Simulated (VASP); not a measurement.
# FeNi3: single point with LDA

FeNi3:

```
CELL_PARAMETERS angstrom
3.40188 0.00000 0.00000
0.00000 3.40188 0.00000
0.00000 0.00000 3.40188
ATOMIC_POSITIONS crystal
Fe 0.00000 0.00000 0.00000
Ni 0.00000 0.50000 0.50000
Ni 0.50000 0.00000 0.50000
Ni 0.50000 0.50000 0.00000
```

```
Program             : VASP 6.6.1
Task                : single point
Functional          : LDA
Potentials or basis : VASP PAW LDA potentials, release 64 (Fe, Ni)
Cutoff              : 520 eV
k mesh              : 12 × 12 × 12
Occupations         : gaussian, width 0.05 eV
Spin                : collinear spin, ferromagnetic start
Starting moments    : [2.98, 0.73, 0.73, 0.73] μB
```

- Pressure: 10.6 GPa
- Net moment: 4.48 μB per cell
- Site moments: Fe +2.65; Ni +0.59 μB
- Valence electrons inside the program's atomic spheres: Fe 7.39; Ni 9.59

Levels at points of the mesh, in eV from the Fermi level:
Spin up:
```csv
k point,band 18,band 19,band 20,band 21,band 22,band 23,band 24,band 25
"(0.00, 0.00, 0.00)",-0.46,-0.36,-0.36,-0.36,2.38,2.38,2.38,10.13
"(0.50, 0.00, 0.00)",-1.62,-1.17,-1.05,-0.46,-0.35,8.32,8.32,8.35
"(0.50, 0.50, 0.00)",-1.58,-1.58,-1.56,1.09,1.09,1.29,1.33,12.22
"(0.50, 0.50, 0.50)",-0.62,-0.62,-0.62,-0.60,-0.57,-0.57,-0.57,6.46
```
Spin down:
```
           k point  band 15  band 16  band 17  band 18  band 19  band 20
(0.00, 0.00, 0.00)     0.26     0.26     0.99     0.99     1.41     1.41
(0.50, 0.00, 0.00)    -1.02    -0.45    -0.27    -0.27     0.26     0.32
(0.50, 0.50, 0.00)    -1.43    -0.95    -0.88     0.07     0.07     0.13
(0.50, 0.50, 0.50)    -0.40    -0.40     0.02     0.02     0.02     0.87
```

Wall time 2.5 min on 1 thread of AMD EPYC 9R45 96-Core Processor (Zen 5) (shared host), peak memory 0.23 GiB.

Caveat: the cell stands under pressure.
